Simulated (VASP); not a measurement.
Os, 3 atoms in the cell. The structure is hexagonal, space group P6/mmm (No. 191). Conventional cell: a = 4.490 Å, b = 4.490 Å, c = 2.826 Å, α = 90.00°, β = 90.00°, γ = 120.00°. Os (site symmetry 6/mmm) has 14 Os at 2.83 to 2.95 Å within 3.7 Å. Os (site symmetry -6m2) has 11 Os at 2.59 to 2.95 Å within 3.4 Å. This isn't the form of Os at room conditions, which is hcp.

```yaml
Program: VASP 6.6.1
Task: single point
Functional: PBE
Potentials_or_basis: VASP PAW PBE potentials, release 64 (Os)
Cutoff: 520 eV
k_mesh: 10 × 10 × 13
Occupations: fermi-dirac, width 0.1 eV
Spin: no spin polarisation
Dipole_correction: no
Further_INCAR_settings: ALGO = Normal; EDIFF = 1e-06; NBANDS = 19
```

Potentials or basis: VASP PAW PBE potentials, release 64 (Os).

Command:

```bash
$ cat potpaw_PBE.64/Os/POTCAR > POTCAR
$ mpirun -np 1 vasp_std > vasp.out
```

Hardware: 1 thread of AMD EPYC 9R45 96-Core Processor (Zen 5) (shared host).

Estimate the wall time of this run.

It took 66 s on 1 thread of AMD EPYC 9R45 96-Core Processor (Zen 5), with other jobs on the host, peak memory 0.2 GiB. Counts: scf iterations 14, k points 98.
